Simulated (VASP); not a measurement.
Here is a VASP 6.6.1 calculation.

INCAR

```
PREC = Accurate ; ENCUT = 520
EDIFF = 1E-6 ; ISMEAR = 0
SIGMA = 0.1 ; LREAL = False
LASPH = True ; NELM = 80
ALGO = Normal ; ISIF = 2
LWAVE = False ; LCHARG = False
LDIPOL = True ; IDIPOL = 3
DIPOL = 0.5 0.5 0.500 ; GGA = PE
NBANDS = 19
```

File KPOINTS:

```
Automatic mesh
0
Gamma
  6 6 1
```

POSCAR

```
GeN2
1.0
    2.9792139800      0.0000000000      0.0000000000
   -1.4186786400      2.6279860900      0.0000000000
    0.0000000000      0.0000000000     17.0000000000
Ge N
1 2
Direct
    0.0000000000      0.0000000000      0.5000000000
    0.6417691400      0.2851402700      0.4382069200
    0.3582308600      0.7148597300      0.5617930800
```

Potentials or basis: VASP PAW PBE potentials, release 64 (Ge_d, N).

Command:

```console
$ cat potpaw_PBE.64/Ge_d/POTCAR potpaw_PBE.64/N/POTCAR > POTCAR
$ mpirun -np 1 vasp_std > vasp.out
```

Predict the band gap on the k mesh.

zero (bands 12 and 13 overlap by 0.08 eV).

Predict the largest force.

1.275 eV/Å.

Forces on the atoms (eV/Å):
```
Ge   0.000  0.000  0.000
N   -0.171 -0.012  1.264
N    0.171  0.012 -1.264
```

Caveat: the k points lie up to 0.40 Å⁻¹ apart.
